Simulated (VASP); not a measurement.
Here is a VASP 6.6.1 calculation.

File INCAR:

```
ALGO     = Normal         # electronic algorithm
EDIFF    = 1E-6           # SCF threshold, eV
EDIFFG   = -0.01          # ionic threshold
ENCUT    = 600            # plane-wave cutoff, eV
GGA      = PE             # functional
IBRION   = 2              # ionic algorithm
ISIF     = 3              # what is computed and relaxed
ISMEAR   = -1             # smearing method
LASPH    = True           # aspherical terms in the spheres
LCHARG   = False          # write CHGCAR
LREAL    = False          # projectors in reciprocal space
LWAVE    = False          # write WAVECAR
NELM     = 60             # most SCF steps
NSW      = 60             # ionic steps
PREC     = Accurate       # precision mode
PSTRESS  = 300.0        
SIGMA    = 0.05           # smearing width, eV
```

The input KPOINTS:

```
k-points
0
Gamma
  10 10 9
```

File POSCAR:

```
WC
1.0
    2.9065000000      0.0000000000      0.0000000000
   -1.4532500000      2.5171028361      0.0000000000
    0.0000000000      0.0000000000      2.8366000000
W C
1 1
Direct
    0.0000000000      0.0000000000      0.0000000000
    0.6666666667      0.3333333333      0.5000000000
```

Potentials or basis: VASP PAW PBE potentials, release 64 (W_sv, C).

Run with:

```sh
$ cat potpaw_PBE.64/W_sv/POTCAR potpaw_PBE.64/C/POTCAR > POTCAR
$ mpirun -np 1 vasp_std > vasp.out
```

Q: Predict the relaxed volume.

A: 9.86 Å³/atom.

Q: What does it give for the space group after relaxing (to 0.05 Å)?

A: P-6m2 (No. 187).

Stress tensor (GPa, compression positive):
```
30.00  0.00  0.00
 0.00 30.00  0.00
 0.00  0.00 29.90
```

Caveat: the cell is relaxed towards a set pressure, so the enthalpy falls and the energy may rise.
